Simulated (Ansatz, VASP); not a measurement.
## Two plane-wave programs on SiC

INCAR

```
ALGO     = Normal         # electronic algorithm
EDIFF    = 1E-6           # SCF threshold, eV
EDIFFG   = -0.005         # ionic threshold
ENCUT    = 600            # plane-wave cutoff, eV
GGA      = PE             # functional
IBRION   = 2              # ionic algorithm
ISIF     = 3              # what is computed and relaxed
ISMEAR   = 0              # smearing method
LASPH    = True           # aspherical terms in the spheres
LCHARG   = False          # write CHGCAR
LREAL    = False          # projectors in reciprocal space
LWAVE    = False          # write WAVECAR
NELM     = 100            # most SCF steps
NSW      = 100            # ionic steps
PREC     = Accurate       # precision mode
SIGMA    = 0.02           # smearing width, eV
```

KPOINTS

```
k-points
0
Gamma
  12 12 4
```

The input POSCAR:

```
SiC
1.0
    3.0756941497      0.0000000000      0.0000000000
   -1.5378470748      2.6636292679      0.0000000000
    0.0000000000      0.0000000000     10.0706464800
Si C
4 4
Direct
    0.6666666700      0.3333333300      0.9378419800
    0.3333333300      0.6666666700      0.4378419800
    0.0000000000      0.0000000000      0.6878943800
    0.0000000000      0.0000000000      0.1878943800
    0.6666666700      0.3333333300      0.7498025900
    0.3333333300      0.6666666700      0.2498025900
    0.0000000000      0.0000000000      0.5004600500
    0.0000000000      0.0000000000      0.0004600500
```

Input for Ansatz:

```yaml
crystal:
  lattice:
    - [3.0756941497, 0.0, 0.0]
    - [-1.5378470748, 2.6636292679, 0.0]
    - [0.0, 0.0, 10.07064648]
  atoms:
    - { symbol: Si, position: [0.66666667, 0.33333333, 0.93784198] }
    - { symbol: Si, position: [0.33333333, 0.66666667, 0.43784198] }
    - { symbol: Si, position: [0.0, 0.0, 0.68789438] }
    - { symbol: Si, position: [0.0, 0.0, 0.18789438] }
    - { symbol: C, position: [0.66666667, 0.33333333, 0.74980259] }
    - { symbol: C, position: [0.33333333, 0.66666667, 0.24980259] }
    - { symbol: C, position: [0.0, 0.0, 0.50046005] }
    - { symbol: C, position: [0.0, 0.0, 0.00046005] }
basis:
  ecutwfc: 420
kpoints:
  mp_grid: { grid: [12, 12, 4] }
hamiltonian:
  xc: pbe
scf:
  occupations: { method: gaussian, width: 0.02 }
output:
  forces: true
  stress: true
  eigenvalues: true
relax:
  adjacent_minimum: "off"
  f_tol: 0.005
  max_steps: 80
  cell: { stress_tol: 0.05 }
```

Alike in both runs: task relaxation of cell and atoms; functional PBE; k mesh 12 × 12 × 4; occupations gaussian, width 0.02 eV; no spin polarisation.

|  | VASP | Ansatz |
| --- | --- | --- |
| version | VASP 6.6.1 | Ansatz 0.2.0 |
| potentials or method | VASP PAW PBE potentials, release 64 (Si, C), cutoff 600 eV | scalar-relativistic, plane waves, PAW |
| valence electrons in the cell | 32 | 32 |

```csv
,VASP,Ansatz,Ansatz less VASP
"gap on the k mesh at the Fermi level, each at its own relaxed structure (eV)",2.22,2.22,+0.001
relaxed volume (Å³/atom),10.49,10.50,+0.010
relaxed length of the cell vector where the two differ most in proportion (Å),3.093,3.094,+0.0010
```
